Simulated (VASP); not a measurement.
Input of a VASP 6.6.1 run:

INCAR

```
SYSTEM = AgCl
ALGO = Normal
EDIFF = 1E-8
ENCUT = 520
GGA = PS
ISIF = 2
ISMEAR = -1
LASPH = .True.
LCHARG = .False.
LEFG = .True.
LREAL = .False.
LWAVE = .False.
NBANDS = 26
NELM = 80
PREC = Accurate
SIGMA = 0.03
```

The input KPOINTS:

```
k-points
0
Gamma
  9 9 8
  0 0 0
```

File POSCAR:

```
AgCl
1.0
    1.8771253955     -5.5750558207      0.0000000000
    1.8771253955      5.5750558207      0.0000000000
    0.0000000000      0.0000000000      3.9370741147
Ag Cl
2 2
Direct
    0.3965554000      0.6034446000      0.7500000000
    0.6034446000      0.3965554000      0.2500000000
    0.8654487300      0.1345512700      0.2500000000
    0.1345512700      0.8654487300      0.7500000000
```

Potentials or basis: VASP PAW PBE potentials, release 64 (Ag, Cl).

Command:

```bash
$ cat potpaw_PBE.64/Ag/POTCAR potpaw_PBE.64/Cl/POTCAR > POTCAR
$ mpirun -np 1 vasp_std > vasp.out
```

Q: What does it give for the largest force?

A: 0.036 eV/Å.

Q: Predict the band gap on the k mesh.

A: 0.34 eV (least direct gap 1.79 eV).

Q: What does it give for the pressure?

A: -3.4 GPa.

Stress tensor (GPa, compression positive):
```
-3.64  0.00  0.00
 0.00 -2.73  0.00
 0.00  0.00 -3.96
```

Caveat: the cell stands under tension; semilocal functionals underestimate gaps, and a narrow one can read as zero; without QUAD_EFG the Cq values of the log hold for a quadrupole moment of 1 mb, not for the nuclei; the PAW data sets were made with another functional, which shifts forces and pressure a little. A k mesh can miss the band edges.
